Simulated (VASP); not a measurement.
Here is a VASP 6.6.1 calculation.

File INCAR:

```
SYSTEM = HW17S36
ALGO = Normal ; EDIFF = 1E-6
ENCUT = 400 ; GGA = PE
GGA_COMPAT = .FALSE. ; ISIF = 2
ISMEAR = -1 ; LASPH = .TRUE.
LCHARG = .FALSE. ; LREAL = Auto
LWAVE = .FALSE. ; NBANDS = 260
NELECT = 456.0 ; NELM = 120
PREC = Accurate ; SIGMA = 0.01
```

KPOINTS

```
k-points
0
G
  1 1 1
  0 0 0
```

Contents of POSCAR:

```
HW17S36
1.0
    9.3812494643     -0.0000000850      0.0000000000
   -4.6906246585      8.1244003979      0.0000000000
    0.0000000000      0.0000000000     12.1647637133
W S H
17 36 1
Direct
    0.1099498592      0.2209584679      0.2499903411
    0.2093074754      0.1060763249      0.7495956460
    0.1100680992      0.5537693976      0.2503267019
    0.2225440680      0.4450627331      0.7504669900
    0.1099215502      0.8874420872      0.2501648271
    0.2221445840      0.7793398263      0.7518001670
    0.4434222658      0.2206161413      0.2504105058
    0.5435474861      0.1030675002      0.7551276840
    0.4435857135      0.5539357670      0.2505399566
    0.4436647869      0.8871953751      0.2501420867
    0.5518222976      0.7734703973      0.7507605341
    0.7767758477      0.2210461855      0.2498431177
    0.8839499558      0.1136526813      0.7525129490
    0.7770995992      0.5542983778      0.2504580103
    0.8927928085      0.4577137564      0.7544869575
    0.7766214820      0.8873457777      0.2503922339
    0.8965482943      0.7874051933      0.7532269122
    0.1046031831      0.2223878912      0.6201795946
    0.2212685828      0.1105571096      0.1195137451
    0.1091767972      0.2230955358      0.8816510594
    0.2200308160      0.1100241867      0.3805830149
    0.1112373074      0.5569753387      0.6213993193
    0.2214765664      0.4438942358      0.1193261524
    0.1160482428      0.5574426596      0.8824633395
    0.2208308471      0.4433571189      0.3812287250
    0.1100851730      0.8873822025      0.6164913999
    0.2209043219      0.7766459727      0.1196581788
    0.1155122249      0.8932187147      0.8861982375
    0.2207394458      0.7765109056      0.3808868711
    0.4285216887      0.2019827167      0.6124743169
    0.5537029871      0.1100376639      0.1191196636
    0.4442149506      0.2256009927      0.8710769399
    0.5545253302      0.1098558827      0.3806079255
    0.4430221350      0.5547595578      0.6221487157
    0.5543595887      0.4434657034      0.1197118813
    0.4498657755      0.5467058946      0.8738152313
    0.5542694055      0.4432297398      0.3813581685
    0.4433624650      0.8869289285      0.6205731057
    0.5539819734      0.7761019995      0.1194842245
    0.4422312794      0.8829793490      0.8834274219
    0.5539430874      0.7764981047      0.3814394306
    0.7699424454      0.2280324255      0.6263087792
    0.8870776588      0.1100403706      0.1194096254
    0.7720843328      0.2268561325      0.8824473852
    0.8870155702      0.1104414831      0.3808512169
    0.7849914462      0.5619781249      0.6231406455
    0.8875680467      0.4440930277      0.1192658605
    0.7914484369      0.5674889387      0.8837537229
    0.8874204932      0.4432605676      0.3812599818
    0.7764459850      0.8888214231      0.6224301959
    0.8873046269      0.7767960280      0.1195044406
    0.7752990500      0.8876351157      0.8818750475
    0.8872958324      0.7767434754      0.3811097014
    0.5415657051      0.3649412849      0.6405568257
```

Potentials or basis: VASP PAW PBE potentials, release 64 (W_sv, S, H).

Launch:

```sh
$ cat potpaw_PBE.64/W_sv/POTCAR potpaw_PBE.64/S/POTCAR potpaw_PBE.64/H/POTCAR > POTCAR
$ mpirun -np 1 vasp_gam > vasp.out
```

Task: What does it give for the largest force?

Result: 1.112 eV/Å.

Forces on the atoms (eV/Å):
```
W   -0.147  0.125  0.008
W    0.624  0.133 -0.096
W   -0.183  0.137 -0.028
W   -0.373 -0.604 -0.085
W   -0.118  0.030 -0.021
W    0.070 -0.103 -0.146
W   -0.127  0.133 -0.008
W    1.077  0.084 -0.263
W   -0.142  0.082  0.009
W   -0.147  0.101 -0.012
W    0.007  0.355  0.103
W   -0.196  0.060 -0.003
W   -0.046 -0.280 -0.069
W   -0.170  0.051 -0.003
W    0.688 -0.828 -0.180
W   -0.216  0.103 -0.003
W    0.483 -0.643 -0.103
S   -0.127  0.154  0.618
S    0.086 -0.028  0.398
S   -0.167  0.214 -0.610
S    0.080 -0.036 -0.413
S   -0.086  0.133  0.450
S    0.082 -0.065  0.418
S   -0.022  0.131 -0.357
S    0.101 -0.044 -0.386
S   -0.086  0.001  0.868
S    0.074 -0.044  0.453
S   -0.029  0.072 -0.765
S    0.087 -0.022 -0.424
S    0.079  0.568  0.405
S    0.068 -0.052  0.396
S   -0.408  0.554  0.032
S    0.086 -0.050 -0.389
S    0.013 -0.026 -0.142
S    0.066 -0.068  0.381
S    0.113  0.052  0.100
S    0.080 -0.038 -0.403
S   -0.120 -0.063  0.571
S    0.080 -0.036  0.371
S   -0.046 -0.051 -0.453
S    0.084 -0.043 -0.391
S   -0.088  0.098  0.558
S    0.062 -0.059  0.373
S   -0.178  0.054 -0.591
S    0.072 -0.057 -0.364
S   -0.282  0.092  0.269
S    0.087 -0.047  0.422
S   -0.452 -0.012 -0.093
S    0.068 -0.031 -0.394
S   -0.179  0.035  0.566
S    0.079 -0.063  0.414
S   -0.217  0.067 -0.474
S    0.090 -0.042 -0.381
H   -0.236 -0.183 -0.130
```

Caveat: the k points lie up to 0.77 Å⁻¹ apart; the cell carries a net charge on a neutralising background, which shifts energy and pressure.
